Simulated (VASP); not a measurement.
# Mg2Si (Fm-3m) in VASP: single point with PBE+D3(BJ)

Aim: the single point of Mg2Si with PBE+D3(BJ).

All numbers are computed with VASP 6.6.1; they aren't measurements. Logs are shortened: lines on timing, memory, paths and dates and some standing lists are left out, and cuts for length are marked.

### 1 The cell of the first run

The structure is cubic, space group Fm-3m (No. 225). Conventional cell: a = 6.274 Å, b = 6.274 Å, c = 6.274 Å, α = 90.00°, β = 90.00°, γ = 90.00°. Mg (site symmetry -43m) has 4 Si at 2.72 Å and 6 Mg at 3.14 Å within 3.6 Å. Within 3.6 Å of Si (site symmetry m-3m) lie 8 Mg at 2.72 Å.

### 2 Single point, PBE+D3(BJ)

Input file INCAR:

```
ALGO = Normal ; EDIFF = 1E-6
ENCUT = 520 ; GGA = PE
ISIF = 2 ; ISMEAR = 0
IVDW = 12 ; LASPH = T
LCHARG = F ; LREAL = F
LWAVE = F ; NBANDS = 11
NELM = 80 ; PREC = Accurate
SIGMA = 0.01
```

Input file KPOINTS:

```
k-points
0
Gamma
  10 10 10
```

Input file POSCAR:

```
Mg2Si
1.0
    0.0000000000      3.1368328535      3.1368328535
    3.1368328535      0.0000000000      3.1368328535
    3.1368328535      3.1368328535      0.0000000000
Mg Si
2 1
Direct
    0.2500000000      0.2500000000      0.2500000000
    0.7500000000      0.7500000000      0.7500000000
    0.0000000000      0.0000000000      0.0000000000
```

Potentials or basis: VASP PAW PBE potentials, release 64 (Mg, Si).

On the command line:

```bash
> cat potpaw_PBE.64/Mg/POTCAR potpaw_PBE.64/Si/POTCAR > POTCAR
> mpirun -np 1 vasp_std > vasp.out
```

OUTCAR:

```text
EDIFF = 1E-6
   ENCUT = 520
   GGA = PE
   ISIF = 2
   ISMEAR = 0
   IVDW = 12
   LASPH = T
   LREAL = F
   NELM = 80
   PREC = Accurate
 IVDW          = 12

 ion  position               nearest neighbor table
   1  0.250  0.250  0.250-   3 2.72   3 2.72   3 2.72   3 2.72   2 3.14   2 3.14   2 3.14   2 3.14
                             2 3.14   2 3.14
   2  0.750  0.750  0.750-   3 2.72   3 2.72   3 2.72   3 2.72   1 3.14   1 3.14   1 3.14   1 3.14
                             1 3.14   1 3.14
   3  0.000  0.000  0.000-   2 2.72   2 2.72   2 2.72   1 2.72   2 2.72   1 2.72   1 2.72   1 2.72

  LATTYP: Found a face centered cubic cell.
 ALAT       =     6.2736657070

  Lattice vectors:

 A1 = (   0.0000000000,   3.1368328535,   3.1368328535)
 A2 = (   3.1368328535,   0.0000000000,   3.1368328535)
 A3 = (   3.1368328535,   3.1368328535,   0.0000000000)

Analysis of symmetry for initial positions (statically):
=====================================================================
 Subroutine PRICEL returns:
 Original cell was already a primitive cell.

 Routine SETGRP: Setting up the symmetry group for a
 face centered cubic supercell.

 Subroutine GETGRP returns: Found 48 space group operations
 (whereof 48 operations were pure point group operations)
 out of a pool of 48 trial point group operations.

The static configuration has the point symmetry O_h .

Analysis of symmetry for dynamics (positions and initial velocities):
=====================================================================
 Subroutine PRICEL returns:
 Original cell was already a primitive cell.

 Routine SETGRP: Setting up the symmetry group for a
 face centered cubic supercell.

 Subroutine GETGRP returns: Found 48 space group operations
 (whereof 48 operations were pure point group operations)
 out of a pool of 48 trial point group operations.

The dynamic configuration has the point symmetry O_h .

 Subroutine INISYM returns: Found 48 space group operations
 (whereof 48 operations are pure point group operations),
 and found     1 'primitive' translations

----------------------------------------------------------------------------------------

                                     Primitive cell

  volume of cell :      61.7311

  direct lattice vectors                    reciprocal lattice vectors
     0.000000000  3.136832854  3.136832854    -0.159396443  0.159396443  0.159396443
     3.136832854  0.000000000  3.136832854     0.159396443 -0.159396443  0.159396443
     3.136832854  3.136832854  0.000000000     0.159396443  0.159396443 -0.159396443

  length of vectors
     4.436151564  4.436151564  4.436151564     0.276082738  0.276082738  0.276082738

  position of ions in fractional coordinates (direct lattice)
     0.250000000  0.250000000  0.250000000
     0.750000000  0.750000000  0.750000000
     0.000000000  0.000000000  0.000000000

  ion indices of the primitive-cell ions
   primitive index   ion index
                 1           1
                 2           2
                 3           3

----------------------------------------------------------------------------------------

 KPOINTS: k-points

Automatic generation of k-mesh.
 Grid dimensions read from file:
 generate k-points for:   10   10   10

 Generating k-lattice:

  Cartesian coordinates                     Fractional coordinates (reciprocal lattice)
    -0.015939644  0.015939644  0.015939644     0.100000000  0.000000000  0.000000000
     0.015939644 -0.015939644  0.015939644     0.000000000  0.100000000  0.000000000
     0.015939644  0.015939644 -0.015939644     0.000000000  0.000000000  0.100000000

  Length of vectors
     0.027608274  0.027608274  0.027608274

  Shift w.r.t. Gamma in fractional coordinates (k-lattice)
     0.000000000  0.000000000  0.000000000

 Subroutine IBZKPT returns following result:
 ===========================================

 Found     47 irreducible k-points:

 Following reciprocal coordinates:
            Coordinates               Weight
  0.000000  0.000000  0.000000      1.000000
  0.100000  0.000000  0.000000      8.000000
  0.200000  0.000000  0.000000      8.000000
  0.300000  0.000000  0.000000      8.000000
  0.400000  0.000000  0.000000      8.000000
  0.500000  0.000000  0.000000      4.000000
[... 16 lines left out ...]
  0.300000  0.300000  0.000000      6.000000
  0.400000  0.300000  0.000000     24.000000
 [... further k-points ...]
   k-points           NKPTS =     47   k-points in BZ     NKDIM =     47   number of bands    NBANDS=     11
   number of dos      NEDOS =    301   number of ions     NIONS =      3
   total plane-waves  NPLWV =  46656
   dimension x,y,z NGX =    36 NGY =   36 NGZ =   36
   dimension x,y,z NGXF=    72 NGYF=   72 NGZF=   72
   ions per type =               2   1
   NGX,Y,Z   is equivalent  to a cutoff of  13.49, 13.49, 13.49 a.u.
   NGXF,Y,Z  is equivalent  to a cutoff of  26.98, 26.98, 26.98 a.u.
 SYSTEM =  unknown system
   PREC   = accura    normal or accurate (medium, high low for compatibility)
   ISTART =      0    job   : 0-new  1-cont  2-samecut
   ICHARG =      2    charge: 1-file 2-atom 10-const
   ISPIN  =      1    spin polarized calculation?
   LNONCOLLINEAR =      F non collinear calculations
   LSORBIT =      F    spin-orbit coupling
   LASPH  =      T    aspherical Exc in radial PAW
   ENCUT  =  520.0 eV  38.22 Ry    6.18 a.u.   8.25  8.25  8.25*2*pi/ulx,y,z
   NELM   =     80;   NELMIN=  2; NELMDL= -5     # of ELM steps
   EDIFF  = 0.1E-05   stopping-criterion for ELM
   LREAL  =      F    real-space projection
   EDIFFG = 0.1E-04   stopping-criterion for IOM
   NSW    =      0    number of steps for IOM
   IBRION =     -1    ionic relax: 0-MD 1-quasi-New 2-CG
   NFREE  =      0    steps in history (QN), initial steepest desc. (CG)
   ISIF   =      2    stress and relaxation
   ISYM   =      2    0-nonsym 1-usesym 2-fastsym
   POTIM  = 0.5000    time-step for ionic-motion
   TEBEG  =    0.0;   TEEND  =   0.0 temperature during run
   PSTRESS=    0.0 pullay stress
   NELECT =       8.0000    total number of electrons
   NUPDOWN=      -1.0000    fix difference up-down
   EMIN   =  10.00;   EMAX   =-10.00  energy-range for DOS
   EFERMI =   0.00;   METHOD = LEGACY
   ISMEAR =     0;   SIGMA  =   0.01  broadening in eV -4-tet -1-fermi 0-gaus
   EFERMI_NEDOS =   21; number of points for ismear=-14 and -15
   IALGO  =     38    algorithm
   IMIX   =      4    mixing-type and parameters
     AMIX     =   0.40;   BMIX     =  1.00
     AMIX_MAG =   1.60;   BMIX_MAG =  1.00
  volume/ion in A,a.u.               =      20.58       138.86
  Fermi-wavevector in a.u.,A,eV,Ry     =   0.828457  1.565557  9.338242  0.686341
  Thomas-Fermi vector in A             =   1.940837
   LORBIT       =      0    0 simple, 1 ext, 2 COOP (PROOUT), +10 PAW based schemes
   GGA     = PE    functional components
   LHFCALC =     F    Hartree Fock is set to
   AEXX    =    0.0000 exact exchange contribution
   IVDW    =    12    specifies the selected vdW correction
   LEPSILON=     F    determine dielectric tensor
   LRPA    =     F    only Hartree local field effects (RPA)
 non-spin polarized calculation
 Gauss-broadening in eV      SIGMA  =   0.01
  energy-cutoff  :      520.00
  volume of cell :       61.73
 maximum number of plane-waves:      1687
 NGX is ok and might be reduce to    36
   NGX = 17   NGY = 17   NGZ = 17

 number of electron       8.0000000 magnetization

 Free energy of the ion-electron system (eV)
  ---------------------------------------------------
  ext. energy  EPLUGINS =         0.00000000
  ---------------------------------------------------
  free energy    TOTEN  =        -8.89817996 eV

  energy without entropy =       -8.89817996  energy(sigma->0) =       -8.89817996

 E-fermi :   3.8838     XC(G=0):  -8.9142

 val. band max:        3.8257773552   @ k =   0.0000   0.0000   0.0000
 cond. band min:       3.9889474056   @ k =   0.5000   0.5000   0.0000
 fundamental gap:      0.1631700504
 Fermi energy:         3.8837851631

 k-point     1 :       0.0000    0.0000    0.0000
  band No.  band energies     occupation
      1      -5.4462      2.00000
      2       3.8258      2.00000
      3       3.8258      2.00000
      4       3.8258      2.00000
      5       5.9226      0.00000
      6       6.4469      0.00000
      7       6.4469      0.00000
      8       6.4469      0.00000
      9       9.5090      0.00000
     10       9.5090      0.00000
     11      10.6736      0.00000

 k-point     2 :       0.1000    0.0000    0.0000
  band No.  band energies     occupation
      1      -5.3529      2.00000
      2       2.9995      2.00000
      3       3.7191      2.00000
      4       3.7191      2.00000
      5       6.0676      0.00000
      6       6.6404      0.00000
      7       6.6404      0.00000
      8       6.9662      0.00000
      9       9.0600      0.00000
     10       9.0600      0.00000
     11      10.8938      0.00000

 k-point     3 :       0.2000    0.0000    0.0000
  band No.  band energies     occupation
      1      -5.0810      2.00000
      2       1.6528      2.00000
      3       3.4973      2.00000
      4       3.4973      2.00000
      5       5.7810      0.00000
      6       6.9172      0.00000
      7       6.9172      0.00000
      8       8.2542      0.00000
      9       8.7412      0.00000
     10       8.7412      0.00000
     11      10.3867      0.00000
[... 267 lines left out ...]
 k-point    23 :       0.3000    0.3000    0.0000
  band No.  band energies     occupation
      1      -4.3911      2.00000
      2       0.8261      2.00000
      3       2.2930      2.00000
      4       2.2930      2.00000
      5       4.8290      0.00000
      6       5.0412      0.00000
      7       9.3934      0.00000
      8       9.3934      0.00000
      9      10.3350      0.00000
     10      10.8468      0.00000
     11      13.4212      0.00000

 k-point    24 :       0.4000    0.3000    0.0000
  band No.  band energies     occupation
      1      -4.0226      2.00000
      2       0.2231      2.00000
      3       1.7694      2.00000
      4       2.1454      2.00000
      5       4.6529      0.00000
      6       5.1949      0.00000
      7       9.4551      0.00000
      8       9.5021      0.00000
      9      11.6872      0.00000
     10      11.7761      0.00000
     11      13.3117      0.00000

 [... further k-points ...]

------------------------ aborting loop because EDIFF is reached ----------------------------------------

 Edisp (eV)   -0.92211

 E8    (eV) :    -0.3950

  FORCE on cell =-STRESS in cart. coord.  units (eV):
  Direction    XX          YY          ZZ          XY          YZ          ZX
  --------------------------------------------------------------------------------------
  -------------------------------------------------------------------------------------
  Total      -0.04755    -0.04755    -0.04755     0.00000     0.00000    -0.00000
  in kB      -1.23422    -1.23422    -1.23422     0.00000     0.00000    -0.00000
  external pressure =       -1.23 kB  Pullay stress =        0.00 kB

 VOLUME and BASIS-vectors are now :
 -----------------------------------------------------------------------------
  energy-cutoff  :      520.00
  volume of cell :       61.73
      direct lattice vectors                 reciprocal lattice vectors
     0.000000000  3.136832854  3.136832854    -0.159396443  0.159396443  0.159396443
     3.136832854  0.000000000  3.136832854     0.159396443 -0.159396443  0.159396443
     3.136832854  3.136832854  0.000000000     0.159396443  0.159396443 -0.159396443

 POSITION                                       TOTAL-FORCE (eV/Angst)
 -----------------------------------------------------------------------------------
      1.56842      1.56842      1.56842         0.000000      0.000000     -0.000000
      4.70525      4.70525      4.70525        -0.000000     -0.000000     -0.000000
      0.00000      0.00000      0.00000         0.000000     -0.000000      0.000000
 -----------------------------------------------------------------------------------
    total drift:                               -0.000000     -0.000000     -0.000000

  FREE ENERGIE OF THE ION-ELECTRON SYSTEM (eV)
  ---------------------------------------------------
  free  energy   TOTEN  =        -9.8202947972 eV

  energy  without entropy=       -9.8202947972  energy(sigma->0) =       -9.82029480
```

Wall time 26 s (1 thread of Intel Xeon Platinum 8375C at 2.90GHz (Ice Lake), shared host); peak memory 0.22 GiB.

What came out:

| Item | Value |
| --- | --- |
| Free energy | -9.8203 eV |
| Pressure | -0.1 GPa |
| Band gap on the k mesh | 0.16 eV, indirect (least direct gap 2.10 eV) |
| Dispersion energy per atom | -0.307 eV |

Levels at points of the mesh, in eV from the valence-band top:
```csv
k point,band 1,band 2,band 3,band 4,band 5,band 6,band 7,band 8,band 9
"(0.00, 0.00, 0.00)",-9.27,0.00,0.00,0.00,2.10,2.62,2.62,2.62,5.68
"(0.50, 0.00, 0.00)",-7.78,-4.87,-0.71,-0.71,1.41,2.58,2.58,5.10,8.10
"(0.50, 0.50, 0.00)",-7.20,-4.52,-1.99,-1.99,0.16,0.47,8.14,8.14,8.57
```

A k mesh can miss the band edges.
